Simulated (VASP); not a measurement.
# Ta (Im-3m) in VASP: a series of runs, part 2 of 2

VASP 6.6.1. Earlier steps stand in the parts before.

## (3) Vibrations by perturbation theory, PBEsol

Input file INCAR:

```
SYSTEM = Ta
  PREC = Accurate
  ENCUT = 520
  EDIFF = 1E-8
  ISMEAR = -1
  SIGMA = 0.05
  LREAL = .FALSE.
  LASPH = .TRUE.
  NELM = 80
  ALGO = Fast
  ISIF = 2
  LWAVE = .FALSE.
  LCHARG = .FALSE.
  GGA = PS
  NBANDS = 12
  IBRION = 8
  NSW = 1
```

Input file KPOINTS:

```
regular mesh
0
G
  8 8 8
  0 0 0
```

Input file POSCAR:

```
Ta
1.0
   -1.6512800000      1.6512800000      1.6512800000
    1.6512800000     -1.6512800000      1.6512800000
    1.6512800000      1.6512800000     -1.6512800000
Ta
1
Direct
    0.0000000000      0.0000000000      0.0000000000
```

Potentials or basis: VASP PAW PBE potentials, release 64 (Ta_pv).

Run with:

```sh
> cat potpaw_PBE.64/Ta_pv/POTCAR > POTCAR
> mpirun -np 1 vasp_std > vasp.out
```

OUTCAR:

```text
SYSTEM = Ta
   PREC = Accurate
   ENCUT = 520
   EDIFF = 1E-8
   ISMEAR = -1
   LREAL = .FALSE.
   LASPH = .TRUE.
   NELM = 80
   ISIF = 2
   GGA = PS
   IBRION = 8
   NSW = 1

 ion  position               nearest neighbor table
   1  0.000  0.000  0.000-

  LATTYP: Found a body centered cubic cell.
 ALAT       =     3.3025600000

  Lattice vectors:

 A1 = (  -1.6512800000,   1.6512800000,   1.6512800000)
 A2 = (   1.6512800000,  -1.6512800000,   1.6512800000)
 A3 = (   1.6512800000,   1.6512800000,  -1.6512800000)

Analysis of symmetry for initial positions (statically):
=====================================================================
 Subroutine PRICEL returns:
 Original cell was already a primitive cell.

 Routine SETGRP: Setting up the symmetry group for a
 body centered cubic supercell.

 Subroutine GETGRP returns: Found 48 space group operations
 (whereof 48 operations were pure point group operations)
 out of a pool of 48 trial point group operations.

The static configuration has the point symmetry O_h .

Analysis of symmetry for dynamics (positions and initial velocities):
=====================================================================
 Subroutine PRICEL returns:
 Original cell was already a primitive cell.

 Routine SETGRP: Setting up the symmetry group for a
 body centered cubic supercell.

 Subroutine GETGRP returns: Found 48 space group operations
 (whereof 48 operations were pure point group operations)
 out of a pool of 48 trial point group operations.

The dynamic configuration has the point symmetry O_h .

[... 529 lines left out ...]
  volume of cell :       18.01
      direct lattice vectors                 reciprocal lattice vectors
    -1.651280000  1.651280000  1.651280000     0.000000000  0.302795407  0.302795407
     1.651280000 -1.651280000  1.651280000     0.302795407  0.000000000  0.302795407
     1.651280000  1.651280000 -1.651280000     0.302795407  0.302795407  0.000000000

 POSITION                                       TOTAL-FORCE (eV/Angst)
 -----------------------------------------------------------------------------------
      0.00000      0.00000      0.00000        -0.000000      0.000000     -0.000000
 -----------------------------------------------------------------------------------
    total drift:                                0.000000      0.000000     -0.000000

  FREE ENERGIE OF THE ION-ELECTRON SYSTEM (eV)
  ---------------------------------------------------
  free  energy   TOTEN  =       -12.5764257197 eV

  energy  without entropy=      -12.5691767811  energy(sigma->0) =      -12.57280125

[... ionic steps 2 to 3 ...]

--------------------------------------- Ionic step        4  -------------------------------------------

 Free energy of the ion-electron system (eV)
  ---------------------------------------------------
  ---------------------------------------------------
  free energy    TOTEN  =        -0.15448039 eV

  energy without entropy =       -0.15448039

------------------------ aborting loop because EDIFF is reached ----------------------------------------

 INTERNAL STRAIN TENSOR  FOR ION    1  DIRECTION 1   (eV/Angst):
 -----------------------------------------------------------------------------
     0.02374 -0.00000 -0.00000
    -0.00000  0.00835  0.00000
    -0.00000  0.00000  0.00835

 INTERNAL STRAIN TENSOR FOR ION    1 for displacements in x,y,z  (eV/Angst):
          X           Y           Z          XY          YZ          ZX
  --------------------------------------------------------------------------------
  x     0.00000     0.00000     0.00000     0.00000     0.00000     0.00000
  y     0.00000     0.00000     0.00000     0.00000     0.00000     0.00000
  z     0.00000     0.00000     0.00000     0.00000     0.00000     0.00000

 SECOND DERIVATIVES (NOT SYMMETRIZED)
 ------------------------------------
               1X          1Y          1Z
  1X    -0.009637    0.000000    0.000000
  1Y     0.000000   -0.009637    0.000000
  1Z     0.000000    0.000000   -0.009637

 Eigenvectors and eigenvalues of the dynamical matrix
 ----------------------------------------------------

   1 f  =    0.114090 THz     0.716851 2PiTHz    3.805644 cm-1     0.471840 meV
             X         Y         Z           dx          dy          dz
      0.000000  0.000000  0.000000     1.000000    0.000000    0.000000

   2 f  =    0.114090 THz     0.716851 2PiTHz    3.805644 cm-1     0.471840 meV
             X         Y         Z           dx          dy          dz
      0.000000  0.000000  0.000000     0.000000    1.000000    0.000000

   3 f  =    0.114090 THz     0.716851 2PiTHz    3.805644 cm-1     0.471840 meV
             X         Y         Z           dx          dy          dz
      0.000000  0.000000  0.000000     0.000000    0.000000    1.000000

--------------------------------------------------------------------------------------------------------

 ELASTIC MODULI CONTR FROM IONIC RELAXATION (kBar)
 Direction    XX          YY          ZZ          XY          YZ          ZX
 --------------------------------------------------------------------------------
 XX           0.0000      0.0000      0.0000      0.0000      0.0000      0.0000
 YY           0.0000      0.0000      0.0000      0.0000      0.0000      0.0000
 ZZ           0.0000      0.0000      0.0000      0.0000      0.0000      0.0000
 XY           0.0000      0.0000      0.0000      0.0000      0.0000      0.0000
 YZ           0.0000      0.0000      0.0000      0.0000      0.0000      0.0000
 ZX           0.0000      0.0000      0.0000      0.0000      0.0000      0.0000
 --------------------------------------------------------------------------------
```

OSZICAR:

```text
N       E                     dE             d eps       ncg     rms          rms(c)
DAV:   1     0.585731932532E+02    0.58573E+02   -0.61981E+03   696   0.887E+02
DAV:   2    -0.119686080614E+02   -0.70542E+02   -0.68462E+02   776   0.240E+02
DAV:   3    -0.130647131040E+02   -0.10961E+01   -0.10750E+01   836   0.280E+01
DAV:   4    -0.130677360528E+02   -0.30229E-02   -0.30226E-02   788   0.155E+00
[... 28 lines left out ...]
RMM:   8    -0.154480360270E+00    0.10554E-05   -0.13057E-07  2464   0.126E-03    0.664E-05
RMM:   9    -0.154480303406E+00    0.56864E-07   -0.17761E-07  2795   0.375E-04    0.293E-05
RMM:  10    -0.154480438049E+00   -0.13464E-06   -0.10435E-07  2961   0.202E-04    0.250E-06
RMM:  11    -0.154480392787E+00    0.45262E-07   -0.71723E-08  3076   0.153E-04    0.159E-06
RMM:  12    -0.154480393790E+00   -0.10036E-08   -0.10080E-08  3078   0.138E-04    0.160E-06
 Linear response finished
```

stdout:

```text
POSCAR found type information on POSCAR Ta
 POSCAR found :  1 types and       1 ions
 scaLAPACK will be used
 -----------------------------------------------------------------------------
|                                                                             |
|                                                                             |
|     You enforced a specific xc type in the INCAR file but a different       |
|     I HOPE YOU KNOW WHAT YOU ARE DOING!                                     |
|                                                                             |
 -----------------------------------------------------------------------------

 LDA part: xc-table for (Slater+PW92), standard interpolation
 POSCAR, INCAR and KPOINTS ok, starting setup
 FFT: planning ... GRIDC
 FFT: planning ... GRID_SOFT
 FFT: planning ... GRID
 WAVECAR not read
 entering main loop
 Linear response reoptimize wavefunctions to high precision
 Linear response DOF=           1
 Linear response progress:
 first order change of Fermi-energy   0.31454E-03
 force on displaced ion       1 direction 1 :  -0.010   0.000   0.000
 Linear response finished
```

Wall time 16 s (1 thread of Intel Xeon 6975P-C (Granite Rapids), shared host); peak memory 0.16 GiB.

Caveat: the PAW data sets were made with another functional, which shifts forces and pressure a little; spin-orbit coupling is left out, which moves the levels of the heavy elements.

## (4) Elastic constants, LDA

Input file INCAR:

```
SYSTEM = Ta
PREC     = Accurate       ! precision mode
ENCUT    = 600            ! plane-wave cutoff, eV
EDIFF    = 1E-8           ! SCF threshold, eV
ISMEAR   = -1             ! smearing method
SIGMA    = 0.05           ! smearing width, eV
LREAL    = .FALSE.        ! projectors in reciprocal space
LASPH    = .TRUE.         ! aspherical terms in the spheres
NELM     = 80             ! most SCF steps
ALGO     = Normal         ! electronic algorithm
ISIF     = 3              ! what is computed and relaxed
LWAVE    = .FALSE.        ! write WAVECAR
LCHARG   = .FALSE.        ! write CHGCAR
IBRION   = 6              ! ionic algorithm
NFREE    = 2            
POTIM    = 0.015          ! step
NSW      = 1              ! ionic steps
```

KPOINTS is that of step 3.

POSCAR is that of step 3.

Potentials or basis: VASP PAW LDA potentials, release 64 (Ta_pv).

Run with:

```sh
> cat potpaw_LDA.64/Ta_pv/POTCAR > POTCAR
> mpirun -np 1 vasp_std > vasp.out
```

Wall time 82 s (1 thread of Intel Xeon 6975P-C, shared host); peak memory 0.19 GiB.

Results (log left out):

- Elastic constants C11, C12, C44: 284, 159, 101 GPa
- Voigt bulk modulus: 201 GPa

Elastic tensor in Voigt notation (GPa, in the Cartesian axes of the cell as first typed):
```
284 159 159   0   0   0
159 284 159   0   0   0
159 159 284   0   0   0
  0   0   0 101   0   0
  0   0   0   0 101   0
  0   0   0   0   0 101
```

Clamped-ion elastic tensor (GPa):
```
284 159 159   0   0   0
159 284 159   0   0   0
159 159 284   0   0   0
  0   0   0 101   0   0
  0   0   0   0 101   0
  0   0   0   0   0 101
```

Caveat: the cell is under stress, which shifts elastic constants; spin-orbit coupling is left out, which moves the levels of the heavy elements.

## (5) Elastic constants, PBEsol

Input file INCAR:

```
SYSTEM = Ta
PREC = Accurate
ENCUT = 600
EDIFF = 1E-8
ISMEAR = -1
SIGMA = 0.05
LREAL = .False.
LASPH = .True.
NELM = 80
ALGO = Normal
ISIF = 3
LWAVE = .False.
LCHARG = .True.
GGA = PS
IBRION = 6
NFREE = 2
POTIM = 0.015
NSW = 1
```

Input file KPOINTS:

```
regular mesh
0
Gamma
  8 8 8
  0 0 0
```

POSCAR is that of step 4.

Potentials or basis: VASP PAW PBE potentials, release 64 (Ta_pv).

Run with:

```sh
> cat potpaw_PBE.64/Ta_pv/POTCAR > POTCAR
> mpirun -np 1 vasp_std > vasp.out
```

OUTCAR:

```text
SYSTEM = Ta
   PREC = Accurate
   ENCUT = 600
   EDIFF = 1E-8
   ISMEAR = -1
   LREAL = .False.
   LASPH = .True.
   NELM = 80
   ISIF = 3
   GGA = PS
   IBRION = 6
   NFREE = 2
   POTIM = 0.015
   NSW = 1

 ion  position               nearest neighbor table
   1  0.000  0.000  0.000-

  LATTYP: Found a body centered cubic cell.
 ALAT       =     3.3025600000

  Lattice vectors:

 A1 = (  -1.6512800000,   1.6512800000,   1.6512800000)
 A2 = (   1.6512800000,  -1.6512800000,   1.6512800000)
 A3 = (   1.6512800000,   1.6512800000,  -1.6512800000)

Analysis of symmetry for initial positions (statically):
=====================================================================
 Subroutine PRICEL returns:
 Original cell was already a primitive cell.

 Routine SETGRP: Setting up the symmetry group for a
 body centered cubic supercell.

 Subroutine GETGRP returns: Found 48 space group operations
 (whereof 48 operations were pure point group operations)
 out of a pool of 48 trial point group operations.

The static configuration has the point symmetry O_h .

Analysis of symmetry for dynamics (positions and initial velocities):
=====================================================================
 Subroutine PRICEL returns:
 Original cell was already a primitive cell.

[... 630 lines left out ...]
      6       6.5961      0.00000
      7       7.2802      0.00000
      8      10.7664      0.00000
      9      10.8443      0.00000

 [... further k-points ...]
[... 5 lines left out ...]
  --------------------------------------------------------------------------------------
  -------------------------------------------------------------------------------------
  Total       -0.6303448     -0.6303448     -0.6303448      0.0000000     -0.0000000      0.0000000
  in kB      -56.0746563    -56.0746563    -56.0746563      0.0000000     -0.0000000      0.0000000
  external PRESSURE =     -56.0746563 kB  Pullay stress =       0.0000000 kB
[... 16 lines left out ...]
  FREE ENERGIE OF THE ION-ELECTRON SYSTEM (eV)
  ---------------------------------------------------
  free  energy   TOTEN  =       -12.5766316538 eV

  energy  without entropy=      -12.5693826652  energy(sigma->0) =      -12.57300716

 INTERNAL STRAIN TENSORS FROM STRAINED CELLS
 ============================================

 INTERNAL STRAIN TENSOR FOR ION    1 for displacements in x,y,z  (eV/Angst):
          X           Y           Z          XY          YZ          ZX
  --------------------------------------------------------------------------------
  x     0.00000    -0.00000     0.00000     0.00000    -0.00000     0.00000
  y    -0.00000    -0.00000     0.00000     0.00000     0.00000    -0.00000
  z    -0.00000    -0.00000    -0.00000     0.00000    -0.00000     0.00000

 INTERNAL STRAIN TENSORS FROM DISPLACED ATOMS
 ============================================

 INTERNAL STRAIN TENSOR FOR ION    1 for displacements in x,y,z  (eV/Angst):
          X           Y           Z          XY          YZ          ZX
  --------------------------------------------------------------------------------
  x     0.00000     0.00000     0.00000     0.00000     0.00000     0.00000
  y     0.00000     0.00000     0.00000     0.00000     0.00000     0.00000
  z     0.00000     0.00000     0.00000     0.00000     0.00000     0.00000

 Eigenvectors and eigenvalues of the dynamical matrix
 ----------------------------------------------------

   1 f/i=    0.000000 THz     0.000000 2PiTHz    0.000000 cm-1     0.000000 meV
             X         Y         Z           dx          dy          dz
      0.000000  0.000000  0.000000     0.938343   -0.345705    0.000000

   2 f/i=    0.000000 THz     0.000000 2PiTHz    0.000000 cm-1     0.000000 meV
             X         Y         Z           dx          dy          dz
      0.000000  0.000000  0.000000    -0.345705   -0.938343    0.000000

   3 f/i=    0.000000 THz     0.000000 2PiTHz    0.000000 cm-1     0.000000 meV
             X         Y         Z           dx          dy          dz
      0.000000  0.000000  0.000000     0.000000    0.000000    1.000000

--------------------------------------------------------------------------------------------------------

 ELASTIC MODULI CONTR FROM IONIC RELAXATION (kBar)
 Direction    XX          YY          ZZ          XY          YZ          ZX
 --------------------------------------------------------------------------------
 XX           0.0000      0.0000      0.0000      0.0000      0.0000      0.0000
 YY           0.0000      0.0000      0.0000      0.0000      0.0000      0.0000
 ZZ           0.0000      0.0000      0.0000      0.0000      0.0000      0.0000
 XY           0.0000      0.0000      0.0000      0.0000      0.0000      0.0000
 YZ           0.0000      0.0000      0.0000      0.0000      0.0000      0.0000
 ZX           0.0000      0.0000      0.0000      0.0000      0.0000      0.0000
 --------------------------------------------------------------------------------

 TOTAL ELASTIC MODULI (kBar)
 Direction    XX          YY          ZZ          XY          YZ          ZX
 --------------------------------------------------------------------------------
 XX        2821.5062   1615.6058   1615.6058     -0.0000      0.0000     -0.0000
 YY        1615.6058   2821.5062   1615.6058     -0.0000      0.0000      0.0000
 ZZ        1615.6058   1615.6058   2821.5062      0.0000      0.0000     -0.0000
 XY          -0.0000     -0.0000      0.0000   1065.8083      0.0000      0.0000
 YZ           0.0000      0.0000      0.0000      0.0000   1065.8083      0.0000
 ZX          -0.0000      0.0000     -0.0000      0.0000      0.0000   1065.8083
 --------------------------------------------------------------------------------
```

OSZICAR:

```text
N       E                     dE             d eps       ncg     rms          rms(c)
DAV:   1     0.491157040202E+02    0.49116E+02   -0.70742E+03   522   0.131E+03
DAV:   2    -0.122029938232E+02   -0.61319E+02   -0.60403E+02   628   0.255E+02
DAV:   3    -0.130590410454E+02   -0.85605E+00   -0.83085E+00   635   0.293E+01
[... 162 lines left out ...]
DAV:   4    -0.125766307079E+02    0.54975E-05   -0.12031E-04   560   0.124E-01    0.472E-03
DAV:   5    -0.125766314536E+02   -0.74575E-06   -0.26075E-06   588   0.196E-02    0.124E-03
DAV:   6    -0.125766315945E+02   -0.14083E-06   -0.85137E-08   548   0.345E-03    0.298E-04
DAV:   7    -0.125766316551E+02   -0.60575E-07   -0.50464E-09   335   0.865E-04    0.198E-05
DAV:   8    -0.125766316538E+02    0.12151E-08   -0.39695E-10   266   0.266E-04
  15 F= -.12576632E+02 E0= -.12573007E+02  d E =-.724899E-02
```

Run time: 1.8 min. Hardware: 1 thread of AMD EPYC 9R45 (Zen 5), shared host; peak memory 0.16 GiB.

Results:

- Elastic constants C11, C12, C44: 282, 162, 107 GPa
- Voigt bulk modulus: 202 GPa

Elastic tensor in Voigt notation (GPa, in the Cartesian axes of the cell as first typed):
```
282 162 162   0   0   0
162 282 162   0   0   0
162 162 282   0   0   0
  0   0   0 107   0   0
  0   0   0   0 107   0
  0   0   0   0   0 107
```

Clamped-ion elastic tensor (GPa):
```
282 162 162   0   0   0
162 282 162   0   0   0
162 162 282   0   0   0
  0   0   0 107   0   0
  0   0   0   0 107   0
  0   0   0   0   0 107
```

Caveat: the cell is under stress, which shifts elastic constants; the PAW data sets were made with another functional, which shifts forces and pressure a little; spin-orbit coupling is left out, which moves the levels of the heavy elements.
